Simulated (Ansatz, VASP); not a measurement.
B3As4: VASP beside Ansatz

```
CELL_PARAMETERS angstrom
-3.80042 3.80042 3.80042
3.80042 -3.80042 3.80042
3.80042 3.80042 -3.80042
ATOMIC_POSITIONS crystal
B 0.12500 0.87500 0.25000
B 0.25000 0.12500 0.87500
B 0.87500 0.25000 0.12500
B 0.75000 0.37500 0.62500
B 0.62500 0.75000 0.37500
B 0.37500 0.62500 0.75000
As 0.50000 0.00000 0.44104
As 0.05896 0.05896 0.05896
As 0.00000 0.44104 0.50000
As 0.50000 0.00000 0.94104
As 0.55896 0.55896 0.55896
As 0.00000 0.94104 0.50000
As 0.94104 0.50000 0.00000
As 0.44104 0.50000 0.00000
```

Alike in both runs: functional PBE; k mesh 3 × 3 × 3; occupations gaussian, width 0.2 eV; no spin polarisation.

Ansatz relaxed the structure, and its values are those at the end. VASP's run is a single point on that final structure, the one shown.

|  | VASP | Ansatz |
| --- | --- | --- |
| version | VASP 6.6.1 | Ansatz 0.2.0 |
| potentials or method | VASP PAW PBE potentials, release 64 (B, As), cutoff 500 eV | scalar-relativistic, plane waves, PAW |
| valence electrons in the cell | 58 | 138 |

```tsv
	VASP	Ansatz	Ansatz less VASP
gap on the k mesh at the Fermi level (eV)	none	none	-
pressure (GPa)	-0.2	-0.7	-0.46
rms of the force components (eV/Å)	0.001	0.004	+0.0030
```

A gap of «none» marks a metal or a gap that the smearing closes. With one functional, cell and mesh, what is left measures potentials, basis and numerics. VASP's potentials hold 58 valence electrons a cell and Ansatz's 138, so a difference there can come from the potentials and not from the codes.

The k mesh is coarse, so the values compare programs but aren't converged.
